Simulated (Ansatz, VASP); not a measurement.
# One calculation of Cu, two programs

File INCAR:

```
  PREC = Accurate
  ENCUT = 600
  EDIFF = 1E-6
  ISMEAR = 0
  SIGMA = 0.1
  LREAL = False
  LASPH = True
  NELM = 100
  ALGO = Normal
  ISIF = 3
  LWAVE = False
  LCHARG = False
  GGA = PE
  IBRION = 2
  NSW = 90
  EDIFFG = -0.04
```

KPOINTS

```
regular mesh
0
Gamma
  8 8 8
```

POSCAR

```
Cu
1.0
    0.0000000000      1.8937592700      2.0776738300
    1.7151807600      0.0000000000      2.0776738300
    1.7151807600      1.8937592700      0.0000000000
Cu
1
Direct
    0.0000000000      0.0000000000      0.0000000000
```

Input for Ansatz:

```yaml
crystal:
  lattice:
    - [0.0, 1.89375927, 2.07767383]
    - [1.71518076, 0.0, 2.07767383]
    - [1.71518076, 1.89375927, 0.0]
  atoms:
    - { symbol: Cu, position: [0.0, 0.0, 0.0] }
basis:
  ecutwfc: 420
kpoints:
  mp_grid: { grid: [8, 8, 8] }
hamiltonian:
  xc: pbe
scf:
  occupations: { method: gaussian, width: 0.1 }
  lower_state_search: "off"
output:
  forces: true
  stress: true
  eigenvalues: true
relax:
  adjacent_minimum: "off"
  f_tol: 0.04
  max_steps: 70
  cell: { stress_tol: 0.4 }
```

Alike in both runs: task relaxation of cell and atoms; functional PBE; k mesh 8 × 8 × 8; occupations gaussian, width 0.1 eV; no spin polarisation.

|  | VASP | Ansatz |
| --- | --- | --- |
| version | VASP 6.6.1 | Ansatz 0.2.0 |
| potentials or method | VASP PAW PBE potentials, release 64 (Cu), cutoff 600 eV | scalar-relativistic, plane waves, PAW |
| valence electrons in the cell | 11 | 19 |

Ansatz gave:

| Item | Value |
| --- | --- |
| gap on the k mesh at the Fermi level, each at its own relaxed structure (eV) | none |
| relaxed volume (Å³/atom) | 12.02 |
| relaxed cell length with the largest relative difference (Å) | 2.574 |

What did VASP give for the same quantities?

gap on the k mesh at the Fermi level, each at its own relaxed structure (eV): none; relaxed volume (Å³/atom): 12.06; relaxed cell length with the largest relative difference (Å): 2.582.

A gap of «none» marks a metal or a gap that the smearing closes. VASP's potentials hold 11 valence electrons a cell and Ansatz's 19, so a difference there can come from the potentials and not from the codes.

The k mesh is coarse, so the values compare programs but aren't converged.
